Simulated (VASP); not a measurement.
Input of a VASP 6.6.1 run:

File INCAR:

```
ALGO = Normal
EDIFF = 1E-6
ENCUT = 500
GGA_COMPAT = False
ISIF = 2
ISMEAR = -1
LASPH = True
LCHARG = False
LREAL = False
LWAVE = False
NBANDS = 10
NELM = 120
PREC = Accurate
SIGMA = 0.05
```

KPOINTS

```
k-points
0
Gamma
  10 10 10
```

Contents of POSCAR:

```
Cs
1.0
    0.0000000000      3.6337111148      3.6337111148
    3.6337111148      0.0000000000      3.6337111148
    3.6337111148      3.6337111148      0.0000000000
Cs
1
Direct
    0.0000000000      0.0000000000      0.0000000000
```

Potentials or basis: VASP PAW LDA potentials, release 64 (Cs_sv).

Launch:

```sh
$ cat potpaw_LDA.64/Cs_sv/POTCAR > POTCAR
$ mpirun -np 1 vasp_std > vasp.out
```

Problem. Predict the pressure.

Solution. 0.0 GPa.

Problem. What does it give for the band gap on the k mesh?

Solution. Zero (an odd number of electrons rules out a gap without spin polarisation).

Caveat: spin-orbit coupling is left out, which moves the levels of the heavy elements.
